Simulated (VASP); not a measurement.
A run of VASP 6.6.1 is set up as follows.

The input INCAR:

```
SYSTEM = GaP
  ALGO = Normal
  EDIFF = 1E-6
  ENCUT = 500
  GGA = PE
  GGA_COMPAT = .False.
  ISIF = 2
  ISMEAR = 0
  LASPH = .True.
  LCHARG = .False.
  LREAL = .False.
  LWAVE = .False.
  NBANDS = 26
  NELM = 120
  PREC = Accurate
  SIGMA = 0.02
```

File KPOINTS:

```
k-points
0
Gamma
  8 6 8
  0 0 0
```

Contents of POSCAR:

```
GaP
1.0
    3.8937583037      0.0000000000      0.0000000000
    0.0000000000      5.5066057869      0.0000000000
    0.0000000000      0.0000000000      3.8937583037
Ga P
2 2
Direct
    0.0000000000      0.0000000000      0.0000000000
    0.5000000000      0.5000000000      0.4999921000
    0.5000000000      0.2500000000      0.0000000000
    0.0000000000      0.7500000000      0.4999921000
```

Potentials or basis: VASP PAW PBE potentials, release 64 (Ga_d, P).

The run is started by

```bash
$ cat potpaw_PBE.64/Ga_d/POTCAR potpaw_PBE.64/P/POTCAR > POTCAR
$ mpirun -np 1 vasp_std > vasp.out
```

Task: What does it give for the pressure?

Result: -0.1 GPa.

Task: Predict the band gap on the k mesh.

Result: 1.57 eV.

A k mesh can miss the band edges.
